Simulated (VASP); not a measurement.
# Au: single point with r2SCAN

The system is Au.

```xyz
2
Lattice="2.9382 0.0000 0.0000 -1.4691 2.5445 0.0000 0.0000 0.0000 4.9442" Properties=species:S:1:pos:R:3 pbc="T T T"
Au    1.4691    0.8482    1.2361
Au    0.0000    1.6963    3.7082
```

| Property | Result |
| --- | --- |
| Program | VASP 6.6.1 |
| Task | single point |
| Functional | r2SCAN |
| Potentials or basis | VASP PAW PBE potentials, release 64 (Au) |
| Cutoff | 520 eV |
| k mesh | 11 × 11 × 6 |
| Occupations | fermi-dirac, width 0.05 eV |
| Spin | no spin polarisation |
| Dipole correction | no |
| Further INCAR settings | ALGO = Normal; EDIFF = 1e-06; NBANDS = 18 |

* Pressure: -6.5 GPa
* Band gap on the k mesh: zero (band 11 reaches 11.71 eV, above the bottom of band 12 at 5.30 eV)

Stress tensor (GPa, compression positive):
```
-6.58  0.00  0.00
 0.00 -6.58  0.00
 0.00  0.00 -6.29
```

Levels at points of the mesh, in eV from the Fermi level:
| k point | band 7 | band 8 | band 9 | band 10 | band 11 | band 12 | band 13 | band 14 | band 15 | band 16 |
| --- | --- | --- | --- | --- | --- | --- | --- | --- | --- | --- |
| (0.00, 0.00, 0.00) | -4.14 | -3.51 | -3.51 | -2.30 | -2.30 | -0.58 | 2.35 | 15.48 | 16.42 | 17.52 |
| (0.00, 0.00, 0.50) | -4.44 | -4.44 | -2.71 | -2.71 | -2.71 | -2.71 | 10.55 | 10.55 | 15.71 | 15.71 |

Run time: 68 s on 1 thread of Intel(R) Xeon(R) Platinum 8559C (Emerald Rapids), on a shared host, peak memory 0.19 GiB.

Caveat: the PAW data sets were made with another functional, which shifts forces and pressure a little; spin-orbit coupling is left out, which moves the levels of the heavy elements.
